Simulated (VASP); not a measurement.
# TiSi16 (a cell with a defect) in VASP: notebook

Runs on TiSi16 (a cell with a defect). Level: PBE+D3(BJ). Tasks: single point.

Program: VASP 6.6.1. These are calculated values, not measurements. Logs are shortened: lines on timing, memory, paths and dates and some standing lists are left out, and cuts for length are marked.

## 1. The cell of the first run

The cell holds a defect, 17 atoms: a = 7.679 Å, b = 7.679 Å, c = 7.679 Å, α = 60.00°, β = 60.00°, γ = 60.00°.

## 2. Single point, PBE+D3(BJ)

Input file INCAR:

```
SYSTEM = TiSi16
PREC = Accurate ; ENCUT = 520
EDIFF = 1E-7 ; ISMEAR = -1
SIGMA = 0.02 ; LREAL = Auto
LASPH = .True. ; NELM = 80
ALGO = Normal ; ISIF = 2
LWAVE = .False. ; LCHARG = .False.
GGA = PE ; IVDW = 12
NBANDS = 52
```

Input file KPOINTS:

```
regular mesh
0
Gamma
  2 2 2
  0 0 0
```

Input file POSCAR:

```
TiSi16
1.0
    0.0000000000      5.4300000000      5.4300000000
    5.4300000000      0.0000000000      5.4300000000
    5.4300000000      5.4300000000      0.0000000000
Si Ti
16 1
Direct
    0.0152980663     -0.0446829650      0.0146800184
    0.1190598527      0.1103627993      0.1183887661
   -0.0227976980      0.0097023020      0.5065332413
    0.1190604972      0.1103579190      0.6521625230
   -0.0017688766      0.4877775322     -0.0024138122
    0.1365120626      0.5917162983      0.1358724678
   -0.0017670350      0.4877720074      0.5163788214
    0.1150752302      0.6360126151      0.6244409761
    0.5071857274      0.0097407919     -0.0234798343
    0.6527987109      0.1104082873      0.1183815838
    0.5071878453      0.0097366483      0.5065261510
    0.6097296501      0.1721412523      0.6090495396
    0.5169983425      0.4878255985     -0.0024259669
    0.6250854512      0.6360548803      0.1144068140
    0.4854358195      0.5449914365      0.4847711786
    0.6250873849      0.6360505525      0.6244245856
    0.2658523941      1.2036971455      0.2652122468
```

Potentials or basis: VASP PAW PBE potentials, release 64 (Si, Ti_sv).

On the command line:

```sh
> cat potpaw_PBE.64/Si/POTCAR potpaw_PBE.64/Ti_sv/POTCAR > POTCAR
> mpirun -np 1 vasp_std > vasp.out
```

OUTCAR:

```text
SYSTEM = TiSi16
   PREC = Accurate
   ENCUT = 520
   EDIFF = 1E-7
   ISMEAR = -1
   LREAL = Auto
   LASPH = .True.
   NELM = 80
   ISIF = 2
   GGA = PE
   IVDW = 12
 IVDW          = 12

 ion  position               nearest neighbor table
   1  0.015  0.955  0.015-   6 2.28  10 2.28   2 2.28   4 2.28
   2  0.119  0.110  0.118-   1 2.28   5 2.37  17 2.44   9 2.44   3 2.44
   3  0.977  0.010  0.507-  12 2.32   8 2.34   4 2.44   2 2.44  17 2.65
   4  0.119  0.110  0.652-   1 2.28   7 2.37  17 2.44  11 2.44   3 2.44
   5  0.998  0.488  0.998-   8 2.35  14 2.35   2 2.37   6 2.39  17 2.91
   6  0.137  0.592  0.136-   1 2.28  13 2.39   5 2.39   7 2.39  17 2.43
   7  0.998  0.488  0.516-   8 2.35  16 2.35   4 2.37   6 2.39  17 2.91
   8  0.115  0.636  0.624-  15 2.33   3 2.34   5 2.35   7 2.35
   9  0.507  0.010  0.977-  12 2.32  14 2.34   2 2.44  10 2.44  17 2.65
  10  0.653  0.110  0.118-   1 2.28  13 2.37  17 2.44   9 2.44  11 2.44
  11  0.507  0.010  0.507-  12 2.32  16 2.34   4 2.44  10 2.44  17 2.65
  12  0.610  0.172  0.609-  11 2.32   9 2.32   3 2.32  15 2.34
  13  0.517  0.488  0.998-  16 2.35  14 2.35  10 2.37   6 2.39  17 2.91
  14  0.625  0.636  0.114-  15 2.33   9 2.34  13 2.35   5 2.35
  15  0.485  0.545  0.485-  14 2.33  16 2.33   8 2.33  12 2.34
  16  0.625  0.636  0.624-  15 2.33  11 2.34  13 2.35   7 2.35
  17  0.266  0.204  0.265-   6 2.43   4 2.44   2 2.44  10 2.44   3 2.65   9 2.65  11 2.65   7 2.91
                             5 2.91  13 2.91

  LATTYP: Found a face centered cubic cell.
 ALAT       =    10.8600000000

  Lattice vectors:

 A1 = (   0.0000000000,   5.4300000000,   5.4300000000)
 A2 = (   5.4300000000,   0.0000000000,   5.4300000000)
 A3 = (   5.4300000000,   5.4300000000,   0.0000000000)

Analysis of symmetry for initial positions (statically):
=====================================================================
 Subroutine PRICEL returns:
 Original cell was already a primitive cell.

 Routine SETGRP: Setting up the symmetry group for a
 face centered cubic supercell.

 Subroutine GETGRP returns: Found  2 space group operations
 (whereof  1 operations were pure point group operations)
 out of a pool of 48 trial point group operations.

The static configuration has the point symmetry C_1 .
 The point group associated with its full space group is C_1h.

Analysis of symmetry for dynamics (positions and initial velocities):
=====================================================================
 Subroutine PRICEL returns:
 Original cell was already a primitive cell.

 Routine SETGRP: Setting up the symmetry group for a
 face centered cubic supercell.

 Subroutine GETGRP returns: Found  2 space group operations
 (whereof  1 operations were pure point group operations)
 out of a pool of 48 trial point group operations.

The dynamic configuration has the point symmetry C_1 .
 The point group associated with its full space group is C_1h.

 Subroutine INISYM returns: Found  2 space group operations
 (whereof  1 operations are pure point group operations),
 and found     1 'primitive' translations

----------------------------------------------------------------------------------------

                                     Primitive cell

  volume of cell :     320.2060

  direct lattice vectors                    reciprocal lattice vectors
     0.000000000  5.430000000  5.430000000    -0.092081031  0.092081031  0.092081031
     5.430000000  0.000000000  5.430000000     0.092081031 -0.092081031  0.092081031
     5.430000000  5.430000000  0.000000000     0.092081031  0.092081031 -0.092081031

  length of vectors
     7.679179644  7.679179644  7.679179644     0.159489025  0.159489025  0.159489025

  position of ions in fractional coordinates (direct lattice)
     0.015298066  0.955317035  0.014680018
     0.119059853  0.110362799  0.118388766
     0.977202302  0.009702302  0.506533241
     0.119060497  0.110357919  0.652162523
     0.998231123  0.487777532  0.997586188
     0.136512063  0.591716298  0.135872468
[... 9 lines left out ...]
     0.625087385  0.636050553  0.624424586
     0.265852394  0.203697146  0.265212247

  ion indices of the primitive-cell ions
   primitive index   ion index
                 1           1
                 2           2
                 3           3
                 4           4
                 5           5
                 6           6
[... 9 lines left out ...]
                16          16
                17          17

----------------------------------------------------------------------------------------

 KPOINTS: regular mesh

Automatic generation of k-mesh.
 Grid dimensions read from file:
 generate k-points for:    2    2    2

 Generating k-lattice:

  Cartesian coordinates                     Fractional coordinates (reciprocal lattice)
    -0.046040516  0.046040516  0.046040516     0.500000000  0.000000000  0.000000000
[... 65 lines left out ...]
   GGA     = PE    functional components
   LHFCALC =     F    Hartree Fock is set to
   AEXX    =    0.0000 exact exchange contribution
   IVDW    =    12    specifies the selected vdW correction
   LEPSILON=     F    determine dielectric tensor
   LRPA    =     F    only Hartree local field effects (RPA)
 non-spin polarized calculation
  energy-cutoff  :      520.00
  volume of cell :      320.21
 maximum number of plane-waves:      8646
 NGX is ok and might be reduce to    60
   NGX = 29   NGY = 29   NGZ = 29

 number of electron      76.0000000 magnetization

 Free energy of the ion-electron system (eV)
  ---------------------------------------------------
  ext. energy  EPLUGINS =         0.00000000
  ---------------------------------------------------
  free energy    TOTEN  =       -91.89994532 eV

  energy without entropy =      -91.87325687  energy(sigma->0) =      -91.88660110

 E-fermi :   6.8998     XC(G=0):  -9.7617

 val. band max:        6.8931016268   @ k =   0.0000   0.0000   0.5000
 cond. band min:       6.9123254477   @ k =   0.5000   0.5000   0.0000
 fundamental gap:      0.0192238210
 Fermi energy:         6.8998450888

 k-point     1 :       0.0000    0.0000    0.0000
  band No.  band energies     occupation
      1     -49.8493      2.00000
      2     -26.2333      2.00000
      3     -26.2131      2.00000
      4     -26.2130      2.00000
      5      -5.7019      2.00000
      6      -3.5076      2.00000
[... 42 lines left out ...]
     49       8.2948      0.00000
     50       8.5138      0.00000

 k-point     2 :       0.5000    0.0000    0.0000
  band No.  band energies     occupation
      1     -49.8493      2.00000
      2     -26.2333      2.00000
      3     -26.2131      2.00000
      4     -26.2130      2.00000
      5      -4.9950      2.00000
      6      -4.7785      2.00000
[... 42 lines left out ...]
     49       9.4279      0.00000
     50       9.8199      0.00000

 k-point     3 :       0.0000    0.5000    0.0000
  band No.  band energies     occupation
      1     -49.8493      2.00000
      2     -26.2333      2.00000
      3     -26.2131      2.00000
      4     -26.2130      2.00000
      5      -4.9490      2.00000
      6      -4.8341      2.00000
[... 42 lines left out ...]
     49       9.5035      0.00000
     50       9.8776      0.00000

 k-point     4 :       0.0000    0.0000    0.5000
  band No.  band energies     occupation
      1     -49.8493      2.00000
      2     -26.2333      2.00000
      3     -26.2131      2.00000
      4     -26.2130      2.00000
      5      -4.9951      2.00000
      6      -4.7785      2.00000
[... 42 lines left out ...]
     49       9.4279      0.00000
     50       9.8201      0.00000

 k-point     5 :       0.5000    0.5000    0.0000
  band No.  band energies     occupation
      1     -49.8493      2.00000
      2     -26.2333      2.00000
      3     -26.2131      2.00000
      4     -26.2130      2.00000
      5      -4.6722      2.00000
      6      -4.5776      2.00000
[... 42 lines left out ...]
     49       9.8746      0.00000
     50      10.4803      0.00000

 k-point     6 :       0.0000    0.5000    0.5000
  band No.  band energies     occupation
      1     -49.8493      2.00000
      2     -26.2333      2.00000
      3     -26.2131      2.00000
      4     -26.2130      2.00000
      5      -4.6722      2.00000
      6      -4.5776      2.00000
[... 42 lines left out ...]
     49       9.8746      0.00000
     50      10.4802      0.00000
 [bands above 50 left out]

------------------------ aborting loop because EDIFF is reached ----------------------------------------

 Edisp (eV)   -5.83689

 E8    (eV) :    -2.4414

  FORCE on cell =-STRESS in cart. coord.  units (eV):
  Direction    XX          YY          ZZ          XY          YZ          ZX
  --------------------------------------------------------------------------------------
  -------------------------------------------------------------------------------------
  Total       1.30987     1.30987     1.30899     0.37135     0.37410    -0.37410
  in kB       6.55405     6.55405     6.54966     1.85807     1.87183    -1.87183
  external pressure =        6.55 kB  Pullay stress =        0.00 kB

 VOLUME and BASIS-vectors are now :
 -----------------------------------------------------------------------------
  energy-cutoff  :      520.00
  volume of cell :      320.21
      direct lattice vectors                 reciprocal lattice vectors
     0.000000000  5.430000000  5.430000000    -0.092081031  0.092081031  0.092081031
     5.430000000  0.000000000  5.430000000     0.092081031 -0.092081031  0.092081031
     5.430000000  5.430000000  0.000000000     0.092081031  0.092081031 -0.092081031

 POSITION                                       TOTAL-FORCE (eV/Angst)
 -----------------------------------------------------------------------------------
      5.26708      0.16278      5.27044         0.079415     -0.079415      0.079445
      1.24212      1.28935      1.24577        -0.013802      0.290325     -0.014892
      2.80316      8.05668      5.35889        -0.093757      0.093757      0.030138
      4.14049      4.18774      1.24574        -0.290325      0.013802     -0.014892
      8.06552     10.83729      8.06903        -0.044066      0.013325     -0.043984
      3.95081      1.47905      3.95428         0.171922     -0.171922      0.172871
[... 9 lines left out ...]
      6.84438      6.78485      6.84798        -0.073463      0.037282     -0.073597
      2.54618      2.88368      2.54965         0.733765     -0.733765      0.730150
 -----------------------------------------------------------------------------------
    total drift:                                0.012154     -0.000384     -0.001147

  FREE ENERGIE OF THE ION-ELECTRON SYSTEM (eV)
  ---------------------------------------------------
  free  energy   TOTEN  =       -97.7368382070 eV

  energy  without entropy=      -97.7101497513  energy(sigma->0) =      -97.72349398
```

It took 2.8 min on 1 thread of Intel Xeon Platinum 8488C (Sapphire Rapids), shared host; peak memory 0.47 GiB.

Results:

| Property | Result |
| --- | --- |
| Free energy | -97.7368 eV |
| Pressure | 0.7 GPa |
| Largest force | 1.269 eV/Å |
| Band gap on the k mesh | zero (bands 38 and 39 overlap by 0.33 eV) |
| Dispersion energy per atom | -0.343 eV |

Forces on the atoms (eV/Å):
```
Si   0.079 -0.079  0.079
Si  -0.014  0.290 -0.015
Si  -0.094  0.094  0.030
Si  -0.290  0.014 -0.015
Si  -0.044  0.013 -0.044
Si   0.172 -0.172  0.173
Si  -0.013  0.044 -0.044
Si  -0.074  0.074 -0.036
Si   0.029  0.093 -0.094
Si  -0.014  0.014 -0.291
Si  -0.093 -0.029 -0.094
Si  -0.116  0.116 -0.114
Si  -0.044  0.044 -0.012
Si  -0.037  0.073 -0.074
Si  -0.106  0.106 -0.107
Si  -0.073  0.037 -0.074
Ti   0.734 -0.734  0.730
```

Stress tensor (GPa, compression positive):
```
 0.66  0.19 -0.19
 0.19  0.66  0.19
-0.19  0.19  0.65
```

Levels at points of the mesh, in eV from the Fermi level:
| k point | band 36 | band 37 | band 38 | band 39 | band 40 | band 41 |
| --- | --- | --- | --- | --- | --- | --- |
| (0.00, 0.00, 0.00) | -0.93 | -0.60 | -0.32 | -0.32 | -0.01 | -0.01 |
| (0.50, 0.00, 0.00) | -1.32 | -0.17 | -0.01 | 0.25 | 0.36 | 0.57 |
| (0.00, 0.50, 0.00) | -1.35 | -0.37 | -0.15 | -0.15 | 0.63 | 0.63 |
| (0.00, 0.00, 0.50) | -1.32 | -0.17 | -0.01 | 0.25 | 0.36 | 0.57 |
| (0.50, 0.50, 0.00) | -1.80 | -0.52 | 0.01 | 0.48 | 0.76 | 1.11 |
| (0.00, 0.50, 0.50) | -1.80 | -0.52 | 0.01 | 0.48 | 0.76 | 1.11 |

Caveat: the k points lie up to 0.50 Å⁻¹ apart.

## 3. Single point, PBE+D3(BJ)

Input file INCAR:

```
PREC     = Accurate       # precision mode
ENCUT    = 520            # plane-wave cutoff, eV
EDIFF    = 1E-7           # SCF threshold, eV
ISMEAR   = -1             # smearing method
SIGMA    = 0.02           # smearing width, eV
LREAL    = Auto         
LASPH    = T              # aspherical terms in the spheres
NELM     = 80             # most SCF steps
ALGO     = Normal         # electronic algorithm
ISIF     = 2              # what is computed and relaxed
LWAVE    = F              # write WAVECAR
LCHARG   = F              # write CHGCAR
GGA      = PE             # functional
IVDW     = 12             # dispersion correction
NBANDS   = 52             # bands
```

Input file KPOINTS:

```
regular mesh
0
Gamma
  2 2 2
```

Input file POSCAR:

```
TiSi16
1.0
    0.0000000000      5.4300000000      5.4300000000
    5.4300000000      0.0000000000      5.4300000000
    5.4300000000      5.4300000000      0.0000000000
Si Ti
16 1
Direct
    0.0135564457     -0.0399372928      0.0133052486
    0.1166001842      0.1185429098      0.1164141805
   -0.0298171271      0.0060642726      0.5119837937
    0.1166123389      0.1185298343      0.6486714549
    0.0008386740      0.4906261510      0.0004626151
    0.1375380295      0.5884168508      0.1371398711
    0.0008451197      0.4906139963      0.5083075506
    0.1144348066      0.6325583794      0.6266176796
    0.5122139042      0.0062146409     -0.0300695212
    0.6489328729      0.1186308471      0.1163376611
    0.5122310313      0.0061999079      0.5118719153
    0.6117786372      0.1654351750      0.6115090239
    0.5086992634      0.4907158379      0.0004101289
    0.6270037753      0.6326792818      0.1139840700
    0.4883438306      0.5360896869      0.4878994475
    0.6270106814      0.6326672192      0.6265679558
    0.3437967772      0.9693365562      0.3435485267
```

Potentials or basis: VASP PAW PBE potentials, release 64 (Si, Ti_sv).

On the command line:

```sh
> cat potpaw_PBE.64/Si/POTCAR potpaw_PBE.64/Ti_sv/POTCAR > POTCAR
> mpirun -np 1 vasp_std > vasp.out
```

Run time: 3 min. Hardware: 1 thread of Intel Xeon Platinum 8488C (Sapphire Rapids), shared host; peak memory 0.49 GiB.

The run converged. Its results:

| Item | Value |
| --- | --- |
| Free energy | -97.0943 eV |
| Pressure | 1.6 GPa |
| Largest force | 2.149 eV/Å |
| Band gap on the k mesh | zero (bands 38 and 39 overlap by 0.30 eV) |
| Dispersion energy per atom | -0.343 eV |

Forces on the atoms (eV/Å):
```
Si   0.039 -0.039  0.041
Si   0.087  0.075  0.088
Si   0.158 -0.157  0.088
Si  -0.075 -0.088  0.088
Si   0.083 -0.058  0.083
Si   0.073 -0.073  0.074
Si   0.059 -0.084  0.084
Si   0.094 -0.093  0.021
Si   0.087 -0.158  0.158
Si   0.088 -0.088 -0.075
Si   0.159 -0.087  0.158
Si   0.102 -0.102  0.102
Si   0.083 -0.084  0.059
Si   0.021 -0.093  0.094
Si   0.089 -0.088  0.088
Si   0.093 -0.020  0.094
Ti  -1.241  1.237 -1.245
```

Stress tensor (GPa, compression positive):
```
 1.62  0.48 -0.48
 0.48  1.62  0.48
-0.48  0.48  1.62
```

Levels at points of the mesh, in eV from the Fermi level:
| k point | band 36 | band 37 | band 38 | band 39 | band 40 | band 41 |
| --- | --- | --- | --- | --- | --- | --- |
| (0.00, 0.00, 0.00) | -0.72 | -0.56 | -0.26 | -0.26 | -0.07 | -0.07 |
| (0.50, 0.00, 0.00) | -1.32 | -0.31 | -0.01 | 0.13 | 0.55 | 0.62 |
| (0.00, 0.50, 0.00) | -1.35 | -0.17 | -0.17 | -0.16 | 0.69 | 0.69 |
| (0.00, 0.00, 0.50) | -1.32 | -0.31 | -0.01 | 0.13 | 0.55 | 0.62 |
| (0.50, 0.50, 0.50) | -1.32 | -0.31 | -0.01 | 0.13 | 0.55 | 0.62 |
| (0.50, 0.50, 0.00) | -1.82 | -0.29 | 0.04 | 0.31 | 0.70 | 0.89 |
| (0.00, 0.50, 0.50) | -1.82 | -0.29 | 0.04 | 0.31 | 0.70 | 0.89 |
| (0.50, 0.00, 0.50) | -1.82 | -0.29 | 0.04 | 0.31 | 0.70 | 0.89 |

Caveat: the k points lie up to 0.50 Å⁻¹ apart.

## 4. Single point, PBE+D3(BJ)

Input file INCAR:

```
  ALGO = Normal
  EDIFF = 1E-6
  ENCUT = 520
  GGA = PE
  ISIF = 2
  ISMEAR = -1
  IVDW = 12
  LASPH = True
  LCHARG = True
  LELF = True
  LREAL = Auto
  LVHAR = True
  LWAVE = False
  NBANDS = 52
  NELM = 60
  PREC = Accurate
  SIGMA = 0.02
```

Input file KPOINTS:

```
k-points
0
Gamma
  2 2 2
```

Input file POSCAR:

```
TiSi16
1.0
    0.0000000000      5.4300000000      5.4300000000
    5.4300000000      0.0000000000      5.4300000000
    5.4300000000      5.4300000000      0.0000000000
Si Ti
16 1
Direct
    0.0140074586     -0.0409984346      0.0135063536
    0.1135830571      0.1182219153      0.1131524862
   -0.0231015654      0.0057989871      0.5086566298
    0.1135986188      0.1182052486      0.6550625230
   -0.0010351750      0.4917865562     -0.0016699816
    0.1376679558      0.5883729282      0.1369933702
   -0.0010287293      0.4917727440      0.5109482505
    0.1173116943      0.6337323204      0.6244886740
    0.5091597606      0.0059196133     -0.0236334254
    0.6555840700      0.1183395028      0.1130549724
    0.5091722836      0.0059089319      0.5085761510
    0.6122574586      0.1643464088      0.6117093923
    0.5115839779      0.4918887661     -0.0017222836
    0.6251287293      0.6338392265      0.1166163904
    0.4884736648      0.5359812155      0.4877845304
    0.6251351750      0.6338289134      0.6244430939
    0.2818521179      1.1554637201      0.2813528545
```

On the command line:

```sh
> cat potpaw_PBE.64/Si/POTCAR potpaw_PBE.64/Ti_sv/POTCAR > POTCAR
> mpirun -np 1 vasp_std > vasp.out
```

It took 2.7 min on 1 thread of Intel Xeon Platinum 8488C (Sapphire Rapids), shared host; peak memory 0.48 GiB.

It converged, with:

* Free energy: -97.0992 eV
* Pressure: 1.6 GPa
* Largest force: 2.162 eV/Å
* Band gap on the k mesh: zero (bands 38 and 39 overlap by 0.30 eV)
* Dispersion energy per atom: -0.343 eV

Forces on the atoms (eV/Å):
```
Si  -0.100  0.100 -0.100
Si  -0.160  0.089 -0.159
Si  -0.088  0.088  0.075
Si  -0.089  0.160 -0.159
Si  -0.095  0.021 -0.095
Si  -0.088  0.088 -0.087
Si  -0.021  0.095 -0.095
Si  -0.085  0.085 -0.058
Si   0.074  0.088 -0.088
Si  -0.159  0.158 -0.088
Si  -0.088 -0.075 -0.088
Si  -0.039  0.039 -0.039
Si  -0.094  0.095 -0.022
Si  -0.059  0.085 -0.084
Si  -0.074  0.074 -0.074
Si  -0.085  0.059 -0.085
Ti   1.250 -1.248  1.245
```

Stress tensor (GPa, compression positive):
```
 1.61  0.48 -0.48
 0.48  1.61  0.48
-0.48  0.48  1.60
```

Levels at points of the mesh, in eV from the Fermi level:
```
           k point  band 35  band 36  band 37  band 38  band 39  band 40  band 41  band 42
(0.00, 0.00, 0.00)    -1.16    -0.72    -0.57    -0.26    -0.26    -0.07    -0.07     0.13
(0.50, 0.00, 0.00)    -1.39    -1.32    -0.31    -0.01     0.13     0.55     0.62     0.77
(0.00, 0.50, 0.00)    -1.35    -1.35    -0.17    -0.17    -0.16     0.69     0.69     0.82
(0.00, 0.00, 0.50)    -1.39    -1.32    -0.31    -0.01     0.13     0.55     0.62     0.77
(0.50, 0.50, 0.50)    -1.39    -1.32    -0.31    -0.01     0.13     0.55     0.62     0.77
(0.50, 0.50, 0.00)    -1.90    -1.81    -0.29     0.04     0.31     0.71     0.89     1.03
(0.00, 0.50, 0.50)    -1.90    -1.81    -0.29     0.04     0.31     0.70     0.89     1.03
(0.50, 0.00, 0.50)    -1.90    -1.81    -0.29     0.04     0.31     0.70     0.89     1.03
```

Caveat: the k points lie up to 0.50 Å⁻¹ apart.
